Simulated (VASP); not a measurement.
# SiC in VASP: relaxation of the atoms with PBE

Aim: the relaxation of the atoms of SiC with PBE.

Everything below comes from runs of VASP 6.6.1. Logs are shortened: lines on timing, memory, paths and dates and some standing lists are left out, and cuts for length are marked.

## (1) The cell of the first run

The cell holds a slab with vacuum, 4 atoms: a = 3.092 Å, b = 5.074 Å, c = 16.893 Å, α = 90.00°, β = 90.00°, γ = 90.00°.

## (2) Relaxation of the atoms, PBE

Contents of INCAR:

```
SYSTEM = SiC
PREC = Accurate
ENCUT = 520
EDIFF = 1E-6
ISMEAR = -1
SIGMA = 0.02
LREAL = .False.
LASPH = .True.
NELM = 80
ALGO = Normal
ISIF = 2
LWAVE = .False.
LCHARG = .False.
LDIPOL = .True.
IDIPOL = 3
DIPOL = 0.5 0.5 0.500
GGA = PE
IBRION = 2
NSW = 32
EDIFFG = -0.01
```

Contents of KPOINTS:

```
regular mesh
0
Gamma
  8 5 1
  0 0 0
```

Contents of POSCAR:

```
SiC
1.0
    3.0919181390      0.0000000000      0.0000000000
    0.0000000000      5.0742764844      0.0000000000
    0.0000000000      0.0000000000     16.8926000000
Si C
2 2
Direct
    0.7500000000      0.5802862739      0.5025010309
    0.2500000000      0.0802897653      0.4974966617
    0.7500000000      0.9197095827      0.4905825466
    0.2500000000      0.4197143781      0.5094197608
```

Potentials or basis: VASP PAW PBE potentials, release 64 (Si, C).

The run is started by

```console
$ cat potpaw_PBE.64/Si/POTCAR potpaw_PBE.64/C/POTCAR > POTCAR
$ mpirun -np 1 vasp_std > vasp.out
```

OUTCAR:

```text
SYSTEM = SiC
   PREC = Accurate
   ENCUT = 520
   EDIFF = 1E-6
   ISMEAR = -1
   LREAL = .False.
   LASPH = .True.
   NELM = 80
   ISIF = 2
   GGA = PE
   IBRION = 2
   NSW = 32
   EDIFFG = -0.01

 ion  position               nearest neighbor table
   1  0.750  0.580  0.503-   3 1.73   4 1.75   4 1.75   2 2.97   2 2.97   2 2.97   2 2.97
   2  0.250  0.080  0.497-   4 1.73   3 1.75   3 1.75   1 2.97   1 2.97   1 2.97   1 2.97
   3  0.750  0.920  0.491-   1 1.73   2 1.75   2 1.75
   4  0.250  0.420  0.509-   2 1.73   1 1.75   1 1.75

  LATTYP: Found a simple orthorhombic cell.
 ALAT       =     3.0919181390
 B/A-ratio  =     1.6411419243
 C/A-ratio  =     5.4634693548

  Lattice vectors:

 A1 = (   3.0919181390,   0.0000000000,   0.0000000000)
 A2 = (   0.0000000000,   5.0742764844,   0.0000000000)
 A3 = (   0.0000000000,   0.0000000000,  16.8926000000)

Analysis of symmetry for initial positions (statically):
=====================================================================
 Subroutine PRICEL returns:
 Original cell was already a primitive cell.

 Routine SETGRP: Setting up the symmetry group for a
 simple orthorhombic supercell.

 Subroutine GETGRP returns: Found  4 space group operations
 (whereof  1 operations were pure point group operations)
 out of a pool of  8 trial point group operations.

The static configuration has the point symmetry C_1 .
 The point group associated with its full space group is C_2v.

Analysis of symmetry for dynamics (positions and initial velocities):
=====================================================================
 Subroutine PRICEL returns:
 Original cell was already a primitive cell.

 Routine SETGRP: Setting up the symmetry group for a
 simple orthorhombic supercell.

 Subroutine GETGRP returns: Found  4 space group operations
 (whereof  1 operations were pure point group operations)
 out of a pool of  8 trial point group operations.

The dynamic configuration has the point symmetry C_1 .
 The point group associated with its full space group is C_2v.

 Subroutine INISYM returns: Found  4 space group operations
 (whereof  1 operations are pure point group operations),
 and found     1 'primitive' translations

----------------------------------------------------------------------------------------

                                     Primitive cell

  volume of cell :     265.0322

  direct lattice vectors                    reciprocal lattice vectors
     3.091918139  0.000000000  0.000000000     0.323423828  0.000000000  0.000000000
     0.000000000  5.074276484  0.000000000     0.000000000  0.197072431  0.000000000
     0.000000000  0.000000000 16.892600000     0.000000000  0.000000000  0.059197518

  length of vectors
     3.091918139  5.074276484 16.892600000     0.323423828  0.197072431  0.059197518

  position of ions in fractional coordinates (direct lattice)
     0.750000000  0.580286274  0.502501031
     0.250000000  0.080289765  0.497496662
     0.750000000  0.919709583  0.490582547
     0.250000000  0.419714378  0.509419761

  ion indices of the primitive-cell ions
   primitive index   ion index
                 1           1
                 2           2
                 3           3
                 4           4

----------------------------------------------------------------------------------------

 KPOINTS: regular mesh

Automatic generation of k-mesh.
 Grid dimensions read from file:
 generate k-points for:    8    5    1

 Generating k-lattice:

  Cartesian coordinates                     Fractional coordinates (reciprocal lattice)
     0.040427978  0.000000000  0.000000000     0.125000000  0.000000000  0.000000000
     0.000000000  0.039414486  0.000000000     0.000000000  0.200000000  0.000000000
     0.000000000  0.000000000  0.059197518     0.000000000  0.000000000  1.000000000

  Length of vectors
     0.040427978  0.039414486  0.059197518

  Shift w.r.t. Gamma in fractional coordinates (k-lattice)
     0.000000000  0.000000000  0.000000000

 Subroutine IBZKPT returns following result:
 ===========================================

 Found     15 irreducible k-points:

 Following reciprocal coordinates:
            Coordinates               Weight
  0.000000  0.000000  0.000000      1.000000
  0.125000  0.000000  0.000000      2.000000
  0.250000  0.000000  0.000000      2.000000
  0.375000  0.000000  0.000000      2.000000
  0.500000  0.000000  0.000000      1.000000
  0.000000  0.200000  0.000000      2.000000
  0.125000  0.200000  0.000000      4.000000
  0.250000  0.200000  0.000000      4.000000
  0.375000  0.200000  0.000000      4.000000
  0.500000  0.200000  0.000000      2.000000
  0.000000  0.400000  0.000000      2.000000
  0.125000  0.400000  0.000000      4.000000
  0.250000  0.400000  0.000000      4.000000
  0.375000  0.400000  0.000000      4.000000
  0.500000  0.400000  0.000000      2.000000
   k-points           NKPTS =     15   k-points in BZ     NKDIM =     15   number of bands    NBANDS=     12
   number of dos      NEDOS =    301   number of ions     NIONS =      4
   total plane-waves  NPLWV = 120960
   dimension x,y,z NGX =    24 NGY =   40 NGZ =  126
   dimension x,y,z NGXF=    48 NGYF=   80 NGZF=  252
   ions per type =               2   2
   NGX,Y,Z   is equivalent  to a cutoff of  12.90, 13.10, 12.40 a.u.
   NGXF,Y,Z  is equivalent  to a cutoff of  25.81, 26.21, 24.80 a.u.
 SYSTEM =  SiC
   PREC   = accura    normal or accurate (medium, high low for compatibility)
   ISTART =      0    job   : 0-new  1-cont  2-samecut
   ICHARG =      2    charge: 1-file 2-atom 10-const
   ISPIN  =      1    spin polarized calculation?
   LNONCOLLINEAR =      F non collinear calculations
   LSORBIT =      F    spin-orbit coupling
   LASPH  =      T    aspherical Exc in radial PAW
   ENCUT  =  520.0 eV  38.22 Ry    6.18 a.u.   5.75  9.43 31.41*2*pi/ulx,y,z
   NELM   =     80;   NELMIN=  2; NELMDL= -5     # of ELM steps
   EDIFF  = 0.1E-05   stopping-criterion for ELM
   LREAL  =      F    real-space projection
   EDIFFG = -.1E-01   stopping-criterion for IOM
   NSW    =     32    number of steps for IOM
   IBRION =      2    ionic relax: 0-MD 1-quasi-New 2-CG
   NFREE  =      1    steps in history (QN), initial steepest desc. (CG)
   ISIF   =      2    stress and relaxation
   ISYM   =      2    0-nonsym 1-usesym 2-fastsym
   POTIM  = 0.5000    time-step for ionic-motion
   TEBEG  =    0.0;   TEEND  =   0.0 temperature during run
   PSTRESS=    0.0 pullay stress
   NELECT =      16.0000    total number of electrons
   NUPDOWN=      -1.0000    fix difference up-down
   EMIN   =  10.00;   EMAX   =-10.00  energy-range for DOS
   EFERMI =   0.00;   METHOD = LEGACY
   ISMEAR =    -1;   SIGMA  =   0.02  broadening in eV -4-tet -1-fermi 0-gaus
   EFERMI_NEDOS =   21; number of points for ismear=-14 and -15
   IALGO  =     38    algorithm
   IMIX   =      4    mixing-type and parameters
     AMIX     =   0.40;   BMIX     =  1.00
     AMIX_MAG =   1.60;   BMIX_MAG =  1.00
  volume/ion in A,a.u.               =      66.26       447.13
  Fermi-wavevector in a.u.,A,eV,Ry     =   0.642217  1.213615  5.611627  0.412443
  Thomas-Fermi vector in A             =   1.708814
   LORBIT       =      0    0 simple, 1 ext, 2 COOP (PROOUT), +10 PAW based schemes
   GGA     = PE    functional components
   LHFCALC =     F    Hartree Fock is set to
   AEXX    =    0.0000 exact exchange contribution
   IVDW    =     0    specifies the selected vdW correction
   LEPSILON=     F    determine dielectric tensor
   LRPA    =     F    only Hartree local field effects (RPA)
 conjugate gradient relaxation of ions
 non-spin polarized calculation
  energy-cutoff  :      520.00
  volume of cell :      265.03
 maximum number of plane-waves:      7176
 NGX is ok and might be reduce to    24
   NGX = 11   NGY = 19   NGZ = 63

 number of electron      15.9999998 magnetization

 dipolmoment           0.000000      0.000000      0.000012 electrons x Angstroem

 Free energy of the ion-electron system (eV)
  ---------------------------------------------------
  ext. energy  EPLUGINS =         0.00000000
  ---------------------------------------------------
  free energy    TOTEN  =       -27.81870805 eV

  energy without entropy =      -27.81870805  energy(sigma->0) =      -27.81870805

 E-fermi :  -2.6524     XC(G=0):  -2.6177

 val. band max:       -3.1143282806   @ k =   0.2500   0.0000   0.0000
 cond. band min:      -0.3287345614   @ k =   0.5000   0.4000   0.0000
 fundamental gap:      2.7855937191
 Fermi energy:        -2.6523657980

 k-point     1 :       0.0000    0.0000    0.0000
  band No.  band energies     occupation
      1     -17.0037      2.00000
      2     -13.6405      2.00000
      3     -10.7526      2.00000
      4      -6.9743      2.00000
      5      -6.2534      2.00000
      6      -4.4784      2.00000
      7      -4.1257      2.00000
      8      -3.4623      2.00000
      9       0.0813      0.00000
     10       0.1630      0.00000
     11       0.5887      0.00000
     12       1.7742      0.00000

 k-point     2 :       0.1250    0.0000    0.0000
  band No.  band energies     occupation
      1     -16.8098      2.00000
      2     -13.5187      2.00000
      3     -10.5910      2.00000
      4      -7.1301      2.00000
      5      -6.7697      2.00000
      6      -5.2130      2.00000
      7      -4.3274      2.00000
      8      -3.3948      2.00000
      9       0.0995      0.00000
     10       0.4311      0.00000
     11       1.6933      0.00000
     12       2.3972      0.00000
[... 181 lines left out ...]
 k-point    15 :       0.5000    0.4000    0.0000
  band No.  band energies     occupation
      1     -13.9495      2.00000
      2     -13.9493      2.00000
      3     -10.9803      2.00000
      4     -10.9801      2.00000
      5      -5.6997      2.00000
      6      -5.6997      2.00000
      7      -3.8366      2.00000
      8      -3.8364      2.00000
      9      -0.3287      0.00000
     10      -0.3285      0.00000
     11       1.8915      0.00000
     12       1.8915      0.00000

------------------------ aborting loop because EDIFF is reached ----------------------------------------

 vacuum level on the upper side and lower side of the slab       (xc-potential included)        -0.125        -0.126

  FORCE on cell =-STRESS in cart. coord.  units (eV):
  Direction    XX          YY          ZZ          XY          YZ          ZX
  --------------------------------------------------------------------------------------
  -------------------------------------------------------------------------------------
  Total        3.5234441      9.1621987     -0.0138501      0.0000000      0.0000000      0.0000000
  in kB       21.2999878     55.3874887     -0.0837272      0.0000000      0.0000000      0.0000000
  external PRESSURE =      25.5345831 kB  Pullay stress =       0.0000000 kB

 VOLUME and BASIS-vectors are now :
 -----------------------------------------------------------------------------
  energy-cutoff  :      520.00
  volume of cell :      265.03
      direct lattice vectors                 reciprocal lattice vectors
     3.091918139  0.000000000  0.000000000     0.323423828  0.000000000  0.000000000
     0.000000000  5.074276484  0.000000000     0.000000000  0.197072431  0.000000000
     0.000000000  0.000000000 16.892600000     0.000000000  0.000000000  0.059197518

 POSITION                                       TOTAL-FORCE (eV/Angst)
 -----------------------------------------------------------------------------------
      2.31894      2.94453      8.48855         0.000000      0.005029      0.003620
      0.77298      0.40741      8.40401         0.000000      0.005029     -0.003620
      2.31894      4.66686      8.28721        -0.000000     -0.005029      0.003620
      0.77298      2.12975      8.60542         0.000000     -0.005029     -0.003620
 -----------------------------------------------------------------------------------
    total drift:                                0.000000     -0.002581     -0.007786

  FREE ENERGIE OF THE ION-ELECTRON SYSTEM (eV)
  ---------------------------------------------------
  free  energy   TOTEN  =       -27.8187080521 eV

  energy  without entropy=      -27.8187080521  energy(sigma->0) =      -27.81870805

 reached required accuracy - stopping structural energy minimisation

 vacuum level on the upper side and lower side of the slab         1.948         1.948
```

Run time: 53 s. Hardware: 1 thread of Intel Xeon Platinum 8488C (Sapphire Rapids), shared host; peak memory 0.34 GiB.

Results:

* Free energy: -27.8187 eV
* Largest force after relaxing: 0.006 eV/Å
* Band gap on the k mesh: 2.79 eV (least direct gap 2.93 eV)

Forces on the atoms (eV/Å):
```
Si   0.000  0.005  0.004
Si   0.000  0.005 -0.004
C    0.000 -0.005  0.004
C    0.000 -0.005 -0.004
```

Final structure:
```xyz
4
Lattice="3.0919 0.0000 0.0000 0.0000 5.0743 0.0000 0.0000 0.0000 16.8926" Properties=species:S:1:pos:R:3 pbc="T T T"
Si    2.3189    2.9445    8.4885
Si    0.7730    0.4074    8.4040
C     2.3189    4.6669    8.2872
C     0.7730    2.1297    8.6054
```

Caveat: the relaxation stopped at its first step, so nothing moved.
